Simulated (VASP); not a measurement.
# AgI (F-43m) in VASP: settings compared

AgI is run at these levels: LDA, r2SCAN; tasks: single point.

All numbers are computed with VASP 6.6.1; they aren't measurements. Logs are shortened: lines on timing, memory, paths and dates and some standing lists are left out, and cuts for length are marked.

## 1. The cell of the first run

Symmetry: F-43m, No. 216, cubic system. Conventional cell: a = 6.577 Å, b = 6.577 Å, c = 6.577 Å, α = 90.00°, β = 90.00°, γ = 90.00°. Within 3.8 Å of Ag (site symmetry -43m) lie 4 I at 2.85 Å. I (site symmetry -43m) has 4 Ag at 2.85 Å within 3.8 Å.

## 2. Single point, LDA

The input, INCAR:

```
PREC     = Accurate       # precision mode
ENCUT    = 500            # plane-wave cutoff, eV
EDIFF    = 1E-6           # SCF threshold, eV
ISMEAR   = 0              # smearing method
SIGMA    = 0.01           # smearing width, eV
LREAL    = False          # projectors in reciprocal space
LASPH    = True           # aspherical terms in the spheres
NELM     = 120            # most SCF steps
ALGO     = Normal         # electronic algorithm
ISIF     = 2              # what is computed and relaxed
LWAVE    = False          # write WAVECAR
LCHARG   = True           # write CHGCAR
LELF     = True           # ELF
LVHAR    = True         
NBANDS   = 16             # bands
GGA_COMPAT= False
```

The input, KPOINTS:

```
Automatic mesh
0
Gamma
  4 4 4
```

The input, POSCAR:

```
AgI
1.0
    0.0000000000      3.2885749246      3.2885749246
    3.2885749246      0.0000000000      3.2885749246
    3.2885749246      3.2885749246      0.0000000000
Ag I
1 1
Direct
    0.0000000000      0.0000000000      0.0000000000
    0.2500000000      0.2500000000      0.2500000000
```

Potentials or basis: VASP PAW LDA potentials, release 64 (Ag, I).

Launch:

```
cat potpaw_LDA.64/Ag/POTCAR potpaw_LDA.64/I/POTCAR > POTCAR
mpirun -np 1 vasp_std > vasp.out
```

OUTCAR:

```text
PREC = Accurate
   ENCUT = 500
   EDIFF = 1E-6
   ISMEAR = 0
   LREAL = False
   LASPH = True
   NELM = 120
   ISIF = 2

 ion  position               nearest neighbor table
   1  0.000  0.000  0.000-   2 2.85   2 2.85   2 2.85   2 2.85
   2  0.250  0.250  0.250-   1 2.85   1 2.85   1 2.85   1 2.85

  LATTYP: Found a face centered cubic cell.
 ALAT       =     6.5771498492

  Lattice vectors:

 A1 = (   0.0000000000,   3.2885749246,   3.2885749246)
 A2 = (   3.2885749246,   0.0000000000,   3.2885749246)
 A3 = (   3.2885749246,   3.2885749246,   0.0000000000)

Analysis of symmetry for initial positions (statically):
=====================================================================
 Subroutine PRICEL returns:
 Original cell was already a primitive cell.

 Routine SETGRP: Setting up the symmetry group for a
 face centered cubic supercell.

 Subroutine GETGRP returns: Found 24 space group operations
 (whereof 24 operations were pure point group operations)
 out of a pool of 48 trial point group operations.

The static configuration has the point symmetry T_d .

Analysis of symmetry for dynamics (positions and initial velocities):
=====================================================================
 Subroutine PRICEL returns:
 Original cell was already a primitive cell.

 Routine SETGRP: Setting up the symmetry group for a
 face centered cubic supercell.

 Subroutine GETGRP returns: Found 24 space group operations
 (whereof 24 operations were pure point group operations)
 out of a pool of 48 trial point group operations.

The dynamic configuration has the point symmetry T_d .

 Subroutine INISYM returns: Found 24 space group operations
 (whereof 24 operations are pure point group operations),
 and found     1 'primitive' translations

----------------------------------------------------------------------------------------

                                     Primitive cell

  volume of cell :      71.1301

  direct lattice vectors                    reciprocal lattice vectors
     0.000000000  3.288574925  3.288574925    -0.152041541  0.152041541  0.152041541
     3.288574925  0.000000000  3.288574925     0.152041541 -0.152041541  0.152041541
     3.288574925  3.288574925  0.000000000     0.152041541  0.152041541 -0.152041541

  length of vectors
     4.650747259  4.650747259  4.650747259     0.263343674  0.263343674  0.263343674

  position of ions in fractional coordinates (direct lattice)
     0.000000000  0.000000000  0.000000000
     0.250000000  0.250000000  0.250000000

  ion indices of the primitive-cell ions
   primitive index   ion index
                 1           1
                 2           2

----------------------------------------------------------------------------------------

 KPOINTS: Automatic mesh

Automatic generation of k-mesh.
 Grid dimensions read from file:
 generate k-points for:    4    4    4

 Generating k-lattice:

  Cartesian coordinates                     Fractional coordinates (reciprocal lattice)
    -0.038010385  0.038010385  0.038010385     0.250000000  0.000000000  0.000000000
     0.038010385 -0.038010385  0.038010385     0.000000000  0.250000000  0.000000000
     0.038010385  0.038010385 -0.038010385     0.000000000  0.000000000  0.250000000

  Length of vectors
     0.065835919  0.065835919  0.065835919

  Shift w.r.t. Gamma in fractional coordinates (k-lattice)
     0.000000000  0.000000000  0.000000000

 Subroutine IBZKPT returns following result:
 ===========================================

 Found      8 irreducible k-points:

 Following reciprocal coordinates:
            Coordinates               Weight
  0.000000  0.000000  0.000000      1.000000
  0.250000  0.000000  0.000000      8.000000
  0.500000  0.000000  0.000000      4.000000
  0.250000  0.250000  0.000000      6.000000
  0.500000  0.250000  0.000000     24.000000
 -0.250000  0.250000  0.000000     12.000000
  0.500000  0.500000  0.000000      3.000000
 -0.250000  0.500000  0.250000      6.000000
   k-points           NKPTS =      8   k-points in BZ     NKDIM =      8   number of bands    NBANDS=     16
   number of dos      NEDOS =    301   number of ions     NIONS =      2
   total plane-waves  NPLWV =  46656
   dimension x,y,z NGX =    36 NGY =   36 NGZ =   36
   dimension x,y,z NGXF=    72 NGYF=   72 NGZF=   72
   ions per type =               1   1
   NGX,Y,Z   is equivalent  to a cutoff of  12.87, 12.87, 12.87 a.u.
   NGXF,Y,Z  is equivalent  to a cutoff of  25.74, 25.74, 25.74 a.u.
 SYSTEM =  unknown system
   PREC   = accura    normal or accurate (medium, high low for compatibility)
   ISTART =      0    job   : 0-new  1-cont  2-samecut
   ICHARG =      2    charge: 1-file 2-atom 10-const
   ISPIN  =      1    spin polarized calculation?
   LNONCOLLINEAR =      F non collinear calculations
   LSORBIT =      F    spin-orbit coupling
   LASPH  =      T    aspherical Exc in radial PAW
   ENCUT  =  500.0 eV  36.75 Ry    6.06 a.u.   8.48  8.48  8.48*2*pi/ulx,y,z
   NELM   =    120;   NELMIN=  2; NELMDL= -5     # of ELM steps
   EDIFF  = 0.1E-05   stopping-criterion for ELM
   LREAL  =      F    real-space projection
   EDIFFG = 0.1E-04   stopping-criterion for IOM
   NSW    =      0    number of steps for IOM
   IBRION =     -1    ionic relax: 0-MD 1-quasi-New 2-CG
   NFREE  =      0    steps in history (QN), initial steepest desc. (CG)
   ISIF   =      2    stress and relaxation
   ISYM   =      2    0-nonsym 1-usesym 2-fastsym
   POTIM  = 0.5000    time-step for ionic-motion
   TEBEG  =    0.0;   TEEND  =   0.0 temperature during run
   PSTRESS=    0.0 pullay stress
   NELECT =      18.0000    total number of electrons
   NUPDOWN=      -1.0000    fix difference up-down
   EMIN   =  10.00;   EMAX   =-10.00  energy-range for DOS
   EFERMI =   0.00;   METHOD = LEGACY
   ISMEAR =     0;   SIGMA  =   0.01  broadening in eV -4-tet -1-fermi 0-gaus
   EFERMI_NEDOS =   21; number of points for ismear=-14 and -15
   IALGO  =     38    algorithm
   IMIX   =      4    mixing-type and parameters
     AMIX     =   0.40;   BMIX     =  1.00
     AMIX_MAG =   1.60;   BMIX_MAG =  1.00
  volume/ion in A,a.u.               =      35.57       240.00
  Fermi-wavevector in a.u.,A,eV,Ry     =   1.035495  1.956801 14.588840  1.072250
  Thomas-Fermi vector in A             =   2.169841
   LORBIT       =      0    0 simple, 1 ext, 2 COOP (PROOUT), +10 PAW based schemes
   GGA     = CA    functional components
   LHFCALC =     F    Hartree Fock is set to
   AEXX    =    0.0000 exact exchange contribution
   IVDW    =     0    specifies the selected vdW correction
   LEPSILON=     F    determine dielectric tensor
   LRPA    =     F    only Hartree local field effects (RPA)
 non-spin polarized calculation
 Gauss-broadening in eV      SIGMA  =   0.01
  energy-cutoff  :      500.00
  volume of cell :       71.13
 maximum number of plane-waves:      1820
 NGX is ok and might be reduce to    36
   NGX = 17   NGY = 17   NGZ = 17

 number of electron      18.0000002 magnetization

 Free energy of the ion-electron system (eV)
  ---------------------------------------------------
  ext. energy  EPLUGINS =         0.00000000
  ---------------------------------------------------
  free energy    TOTEN  =        -6.02150848 eV

  energy without entropy =       -6.02150848  energy(sigma->0) =       -6.02150848

 E-fermi :   2.5983     XC(G=0):  -8.6828

 val. band max:        2.4984255250   @ k =   0.0000   0.0000   0.0000
 cond. band min:       3.5801276943   @ k =   0.0000   0.0000   0.0000
 fundamental gap:      1.0817021693
 Fermi energy:         2.5983096986

 k-point     1 :       0.0000    0.0000    0.0000
  band No.  band energies     occupation
      1     -10.1493      2.00000
      2      -1.5416      2.00000
      3      -1.5416      2.00000
      4      -1.5416      2.00000
      5      -0.4710      2.00000
      6      -0.4710      2.00000
[... 8 lines left out ...]
     15      12.4972      0.00000
     16      12.4972      0.00000

 k-point     2 :       0.2500    0.0000    0.0000
  band No.  band energies     occupation
      1     -10.0205      2.00000
      2      -1.5875      2.00000
      3      -1.4558      2.00000
      4      -1.4558      2.00000
      5      -0.4740      2.00000
      6      -0.4740      2.00000
[... 8 lines left out ...]
     15      11.6543      0.00000
     16      11.6543      0.00000

 k-point     3 :       0.5000    0.0000    0.0000
  band No.  band energies     occupation
      1      -9.8844      2.00000
      2      -1.4623      2.00000
      3      -1.3786      2.00000
      4      -1.3786      2.00000
      5      -0.4436      2.00000
      6      -0.4436      2.00000
[... 8 lines left out ...]
     15      13.2417      0.00000
     16      13.2417      0.00000

 k-point     4 :       0.2500    0.2500    0.0000
  band No.  band energies     occupation
      1      -9.9778      2.00000
      2      -1.7099      2.00000
      3      -1.3565      2.00000
      4      -1.3565      2.00000
      5      -0.5295      2.00000
      6      -0.4311      2.00000
[... 8 lines left out ...]
     15      12.8071      0.00000
     16      14.2286      0.00000

 k-point     5 :       0.5000    0.2500    0.0000
  band No.  band energies     occupation
      1      -9.8420      2.00000
      2      -1.6032      2.00000
      3      -1.2399      2.00000
      4      -1.2011      2.00000
      5      -0.4441      2.00000
      6      -0.4291      2.00000
[... 8 lines left out ...]
     15      13.4027      0.00000
     16      14.0613      0.00000

 k-point     6 :      -0.2500    0.2500    0.0000
  band No.  band energies     occupation
      1      -9.8870      2.00000
      2      -1.4455      2.00000
      3      -1.4072      2.00000
      4      -1.3458      2.00000
      5      -0.4970      2.00000
      6      -0.4484      2.00000
[... 8 lines left out ...]
     15      12.6429      0.00000
     16      14.1177      0.00000

 k-point     7 :       0.5000    0.5000    0.0000
  band No.  band energies     occupation
      1      -9.7974      2.00000
      2      -1.8165      2.00000
      3      -1.0632      2.00000
      4      -1.0632      2.00000
      5      -0.3908      2.00000
      6      -0.3659      2.00000
[... 8 lines left out ...]
     15      13.2620      0.00000
     16      14.2067      0.00000

 k-point     8 :      -0.2500    0.5000    0.2500
  band No.  band energies     occupation
      1      -9.7968      2.00000
      2      -1.4734      2.00000
      3      -1.2811      2.00000
      4      -1.0701      2.00000
      5      -0.5311      2.00000
      6      -0.2583      2.00000
[... 8 lines left out ...]
     15      13.8555      0.00000
     16      14.0182      0.00000

------------------------ aborting loop because EDIFF is reached ----------------------------------------

  FORCE on cell =-STRESS in cart. coord.  units (eV):
  Direction    XX          YY          ZZ          XY          YZ          ZX
  --------------------------------------------------------------------------------------
  -------------------------------------------------------------------------------------
  Total       -1.4029689     -1.4029689     -1.4029689      0.0000000      0.0000000      0.0000000
  in kB      -31.6013327    -31.6013327    -31.6013327      0.0000000      0.0000000      0.0000000
  external PRESSURE =     -31.6013327 kB  Pullay stress =       0.0000000 kB

 VOLUME and BASIS-vectors are now :
 -----------------------------------------------------------------------------
  energy-cutoff  :      500.00
  volume of cell :       71.13
      direct lattice vectors                 reciprocal lattice vectors
     0.000000000  3.288574925  3.288574925    -0.152041541  0.152041541  0.152041541
     3.288574925  0.000000000  3.288574925     0.152041541 -0.152041541  0.152041541
     3.288574925  3.288574925  0.000000000     0.152041541  0.152041541 -0.152041541

 POSITION                                       TOTAL-FORCE (eV/Angst)
 -----------------------------------------------------------------------------------
      0.00000      0.00000      0.00000        -0.000000     -0.000000     -0.000000
      1.64429      1.64429      1.64429         0.000000      0.000000      0.000000
 -----------------------------------------------------------------------------------
    total drift:                               -0.000000     -0.000000     -0.000000

  FREE ENERGIE OF THE ION-ELECTRON SYSTEM (eV)
  ---------------------------------------------------
  free  energy   TOTEN  =        -6.0215084758 eV

  energy  without entropy=       -6.0215084758  energy(sigma->0) =       -6.02150848
```

Wall time 13 s (1 thread of Intel Xeon 8259CL, shared host); peak memory 0.17 GiB.

What came out:

```
Free energy            : -6.0215 eV
Pressure               : -3.2 GPa
Band gap on the k mesh : 1.08 eV, direct
```

Caveat: spin-orbit coupling is left out, which moves the levels of the heavy elements.

## 3. Single point, r2SCAN

POSCAR is that of step 2.

The input, INCAR.step1:

```
  PREC = Accurate
  ENCUT = 550
  ISMEAR = 1
  SIGMA = 0.5
  LREAL = False
  LASPH = True
  NELM = 120
  NBANDS = 16
  GGA = PE
  ALGO = Normal
  EDIFF = 1E-5
  LWAVE = True
  LCHARG = False
  GGA_COMPAT = False
```

The input, INCAR.step2:

```
  PREC = Accurate
  ENCUT = 550
  EDIFF = 1E-6
  ISMEAR = 1
  SIGMA = 0.5
  LREAL = False
  LASPH = True
  NELM = 120
  ALGO = Normal
  ISIF = 2
  LWAVE = False
  LCHARG = False
  METAGGA = R2SCAN
  LMIXTAU = True
  NBANDS = 16
  ISTART = 1
  GGA_COMPAT = False
```

The input, KPOINTS:

```
regular mesh
0
Gamma
  4 4 4
```

Potentials or basis: VASP PAW PBE potentials, release 64 (Ag, I).

Launch:

```
cat potpaw_PBE.64/Ag/POTCAR potpaw_PBE.64/I/POTCAR > POTCAR
cp INCAR.step1 INCAR
mpirun -np 1 vasp_std > vasp.out
cp INCAR.step2 INCAR
mpirun -np 1 vasp_std > vasp.out
```

It took 1.8 min on 1 thread of Intel Xeon 8259CL, shared host; peak memory 0.22 GiB.

Results (log left out):

```
Free energy            : -46.5040 eV
Pressure               : -0.1 GPa
Band gap on the k mesh : 1.79 eV, direct
```

Levels at points of the mesh, in eV from the valence-band top:
```
           k point  band 5  band 6  band 7  band 8  band 9  band 10  band 11  band 12  band 13  band 14
(0.00, 0.00, 0.00)   -2.94   -2.94    0.00    0.00    0.00     1.79     6.30     6.30     6.30     9.32
(0.50, 0.00, 0.00)   -2.91   -2.91   -2.81   -0.68   -0.68     3.22     6.71     6.71     7.45     9.60
(0.50, 0.50, 0.00)   -2.86   -2.83   -2.46   -1.70   -1.70     3.98     4.23     8.85    10.18    10.18
```

Caveat: the PAW data sets were made with another functional, which shifts forces and pressure a little; spin-orbit coupling is left out, which moves the levels of the heavy elements. r2SCAN opens gaps a little over a GGA but as a rule still falls short of measured ones.
